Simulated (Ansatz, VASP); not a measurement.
BN: VASP beside Ansatz

INCAR

```
PREC     = Accurate       # precision mode
ENCUT    = 520            # plane-wave cutoff, eV
EDIFF    = 1E-6           # SCF threshold, eV
ISMEAR   = 0              # smearing method
SIGMA    = 0.05           # smearing width, eV
LREAL    = F              # projectors in reciprocal space
LASPH    = T              # aspherical terms in the spheres
NELM     = 80             # most SCF steps
ALGO     = Normal         # electronic algorithm
ISIF     = 2              # what is computed and relaxed
LWAVE    = F              # write WAVECAR
LCHARG   = T              # write CHGCAR
GGA      = PE             # functional
LELF     = T              # ELF
LVHAR    = T            
NBANDS   = 16             # bands
```

File KPOINTS:

```
regular mesh
0
Gamma
  12 12 6
```

The input POSCAR:

```
BN
1.0
    2.5539396017      0.0000000000      0.0000000000
   -1.2769698009      2.2117765748      0.0000000000
    0.0000000000      0.0000000000      4.2268550000
B N
2 2
Direct
    0.6666666667      0.3333333333      0.9997240000
    0.3333333333      0.6666666667      0.4997240000
    0.6229947227      0.3013632515      0.6725925036
    0.3333333333      0.6666666667      0.1252760000
```

Input for Ansatz:

```yaml
crystal:
  lattice:
    - [2.5539396017, 0.0, 0.0]
    - [-1.2769698009, 2.2117765748, 0.0]
    - [0.0, 0.0, 4.226855]
  atoms:
    - { symbol: B, position: [0.6666666667, 0.3333333333, 0.999724] }
    - { symbol: B, position: [0.3333333333, 0.6666666667, 0.499724] }
    - { symbol: "N", position: [0.6229947227, 0.3013632515, 0.6725925036] }
    - { symbol: "N", position: [0.3333333333, 0.6666666667, 0.125276] }
basis:
  ecutwfc: 420
kpoints:
  mp_grid: { grid: [12, 12, 6] }
hamiltonian:
  xc: pbe
scf:
  occupations: { method: gaussian, width: 0.05 }
output:
  forces: true
  stress: true
  eigenvalues: true
```

Alike in both runs: task single point; functional PBE; k mesh 12 × 12 × 6; occupations gaussian, width 0.05 eV; no spin polarisation.

|  | VASP | Ansatz |
| --- | --- | --- |
| version | VASP 6.6.1 | Ansatz 0.2.0 |
| potentials or method | VASP PAW PBE potentials, release 64 (B, N), cutoff 520 eV | scalar-relativistic, plane waves, PAW |
| valence electrons in the cell | 16 | 16 |

|  | VASP | Ansatz | Ansatz less VASP |
| --- | --- | --- | --- |
| gap on the k mesh at the Fermi level (eV) | 3.14 | 3.16 | +0.015 |
| least direct gap on the mesh (eV) | 7.01 | 7.01 | +0.004 |
| pressure (GPa) | 9.0 | 8.8 | -0.19 |
| traceless stress, the component that is largest in VASP (GPa) | 10.22 | 10.03 | -0.186 |
| rms of the force components (eV/Å) | 3.143 | 3.137 | -0.0060 |

Atom by atom the forces differ by 0.007 eV/Å (rms over components). The functional is the same, so the differences come from potentials, cutoffs and numerics.
